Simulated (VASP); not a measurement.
Wanted: the native input for a VASP 6.6.1 run.

```yaml
Task: single point
Functional: PBE
Potentials_or_basis: VASP PAW PBE potentials, release 64 (Cs_sv, Ir, Pt)
Cutoff: 500 eV
k_mesh: 6 × 6 × 1
Occupations: gaussian, width 0.1 eV
Spin: collinear spin
Starting_moments: "[0.0, 0.0, 0.0, 0.0, 1.0, 1.0, 0.0, 0.0, 0.0, 0.0] μB"
Dipole_correction: no
Further_INCAR_settings: ALGO = Normal; EDIFF = 1e-06; NBANDS = 62
```

The structure of Cs2IrPt2 lies in POSCAR:

```
Cs2IrPt2
1.0
    3.3873612117      0.0000000000      0.0000000000
    0.0000000000      3.3873612117      0.0000000000
    0.0000000000      0.0000000000     26.7859717235
Cs Ir Pt
4 2 4
Direct
    0.0000000000      0.5000000000      0.3484929752
    0.5000000000      0.0000000000      0.6515070248
    0.5000000000      0.0000000000      0.1515070248
    0.0000000000      0.5000000000      0.8484929752
    0.0000000000      0.0000000000      0.0000000000
    0.5000000000      0.5000000000      0.5000000000
    0.0000000000      0.0000000000      0.4505782524
    0.5000000000      0.5000000000      0.9505782524
    0.0000000000      0.0000000000      0.5494217476
    0.5000000000      0.5000000000      0.0494217476
```

These files were run (other wordings do the same):

INCAR

```
SYSTEM = Cs2IrPt2
PREC     = Accurate       ! precision mode
ENCUT    = 500            ! plane-wave cutoff, eV
EDIFF    = 1E-6           ! SCF threshold, eV
ISMEAR   = 0              ! smearing method
SIGMA    = 0.1            ! smearing width, eV
LREAL    = .FALSE.        ! projectors in reciprocal space
LASPH    = .TRUE.         ! aspherical terms in the spheres
NELM     = 200            ! most SCF steps
ALGO     = Normal         ! electronic algorithm
ISIF     = 2              ! what is computed and relaxed
LWAVE    = .FALSE.        ! write WAVECAR
LCHARG   = .TRUE.         ! write CHGCAR
ISPIN    = 2              ! spin polarisation
MAGMOM   = 0 0 0 0 1 1 0 0 0 0 ! initial moments
LORBIT   = 11             ! projections on sites
LMAXMIX  = 4              ! l up to which the mixer works
GGA      = PE             ! functional
LELF     = .TRUE.         ! ELF
LVHAR    = .TRUE.       
NBANDS   = 62             ! bands
GGA_COMPAT= .FALSE.
```

KPOINTS

```
regular mesh
0
G
  6 6 1
  0 0 0
```

Potentials or basis: VASP PAW PBE potentials, release 64 (Cs_sv, Ir, Pt).

The run is started by

```console
$ cat potpaw_PBE.64/Cs_sv/POTCAR potpaw_PBE.64/Ir/POTCAR potpaw_PBE.64/Pt/POTCAR > POTCAR
$ mpirun -np 1 vasp_std > vasp.out
```

It gave:

* Pressure: 0.2 GPa
* Largest force: 0.066 eV/Å
* Net moment: 0.63 μB per cell
* Site moments: Cs +0.02; Ir +0.04; Pt +0.01 μB
* Valence electrons inside the program's atomic spheres: Cs 6.62; Ir 7.94; Pt 9.15

Caveat: a moment this small can come from the mesh or the smearing.

Wall time 18 min on 1 thread of Intel Xeon 8259CL, with other jobs on the host, peak memory 0.66 GiB.
